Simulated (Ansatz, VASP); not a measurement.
# One calculation of HfGeTe, two programs

```
Hf Ge Te
1.0
     3.76392    0.00000    0.00000
     0.00000    3.76392    0.00000
     0.00000    0.00000    8.26701
Hf Ge Te
2 2 2
Direct
  0.00000 0.50000 0.24100
  0.50000 0.00000 0.75900
  0.00000 0.00000 0.00000
  0.50000 0.50000 0.00000
  0.00000 0.50000 0.62000
  0.50000 0.00000 0.38000
```

Alike in both runs: task single point; functional LDA; k mesh 6 × 6 × 3; occupations fermi-dirac, width 0.05 eV; no spin polarisation.

|  | VASP | Ansatz |
| --- | --- | --- |
| version | VASP 6.6.1 | Ansatz 0.2.0 |
| potentials or method | VASP PAW LDA potentials, release 64 (Hf_pv, Ge_d, Te), cutoff 520 eV | plane waves, PAW |
| valence electrons in the cell | 60 | 112 |

|  | VASP | Ansatz | Ansatz less VASP |
| --- | --- | --- | --- |
| pressure (GPa) | 4.8 | 4.7 | -0.19 |
| traceless stress, the component that is largest in VASP (GPa) | 1.04 | 1.10 | +0.062 |

LDA's correlation is that of Perdew and Zunger in VASP and of Perdew and Wang (1992) in Ansatz. VASP's potentials hold 60 valence electrons a cell and Ansatz's 112, so a difference there can come from the potentials and not from the codes.

Spin-orbit coupling is off throughout.
